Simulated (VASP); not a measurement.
A run of VASP 6.6.1 is set up as follows.

The input INCAR:

```
SYSTEM = LiBe16
PREC     = Accurate       ! precision mode
ENCUT    = 520            ! plane-wave cutoff, eV
EDIFF    = 1E-7           ! SCF threshold, eV
ISMEAR   = 0              ! smearing method
SIGMA    = 0.1            ! smearing width, eV
LREAL    = Auto         
LASPH    = .True.         ! aspherical terms in the spheres
NELM     = 80             ! most SCF steps
ALGO     = Normal         ! electronic algorithm
ISIF     = 2              ! what is computed and relaxed
LWAVE    = .False.        ! write WAVECAR
LCHARG   = .False.        ! write CHGCAR
GGA      = PE             ! functional
NBANDS   = 32             ! bands
```

KPOINTS

```
regular mesh
0
Gamma
  4 4 3
  0 0 0
```

POSCAR

```
LiBe16
1.0
   -2.2900000000     -3.9663960000      0.0000000000
    3.4350000000     -1.9831980000      0.0000000000
    0.0000000000      0.0000000000      7.1768600000
Be Li
16 1
Direct
    0.7512225609      0.5111894220      0.0131985297
    0.4930686537      0.3272469336      0.2524004927
    0.7384120804      0.3628045601      0.5087297230
    0.5101888667      0.4075008748      0.7629843692
    0.5009548659      0.0042616137      0.0057148948
    0.2530186331      0.8456144599      0.2553222440
    0.5491578451     -0.0658085982      0.4925531500
    0.2422587918      0.8318819893      0.7748824695
    0.2506231064      0.5156401495      0.0108038892
    0.0040740469      0.3706385931      0.2605241011
    0.3077681249      0.5589324618      0.4935439733
   -0.0153311623      0.4126927623      0.7712881399
    0.0069897642      0.0251678486      0.0114821802
    0.7539743697      0.8622568578      0.2444208191
   -0.0482465936     -0.2153198542      0.5048504499
    0.7578018052      0.9351138672      0.7562002045
    0.1940304614      0.1524549510      0.5636756186
```

Potentials or basis: VASP PAW PBE potentials, release 64 (Be, Li_sv).

Run with:

```bash
$ cat potpaw_PBE.64/Be/POTCAR potpaw_PBE.64/Li_sv/POTCAR > POTCAR
$ mpirun -np 1 vasp_std > vasp.out
```

(1) What does it give for the band gap on the k mesh?

(2) Predict the largest force.

Results:

(1) zero (an odd number of electrons rules out a gap without spin polarisation).

(2) 1.073 eV/Å.

Caveat: the k points lie up to 0.40 Å⁻¹ apart, too coarse for converged energies and pressures of a metal.
